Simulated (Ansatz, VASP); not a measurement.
## Ge in VASP and in Ansatz

```
Ge
1.0
     2.68157    0.00000    0.00000
     0.00000    2.68157    0.00000
     0.00000    0.00000    2.68157
Ge
1
Direct
  0.00000 0.00000 0.00000
```

Alike in both runs: functional r2SCAN; k mesh 11 × 11 × 11; occupations fermi-dirac, width 0.1 eV; no spin polarisation.

Ansatz relaxed the structure, and its values are those at the end. VASP's run is a single point on that final structure, the one shown.

|  | VASP | Ansatz |
| --- | --- | --- |
| version | VASP 6.6.1 | Ansatz 0.2.0 |
| potentials or method | VASP PAW PBE potentials, release 64 (Ge_d), cutoff 520 eV | plane waves (500 eV) with PAW, scalar-relativistic |
| valence electrons in the cell | 14 | 14 |

|  | VASP | Ansatz | Ansatz less VASP |
| --- | --- | --- | --- |
| pressure (GPa) | 0.0 | 0.0 | +0.01 |

VASP's potentials were made for PBE, not for r2SCAN. With one functional, cell and mesh, what is left measures potentials, basis and numerics.
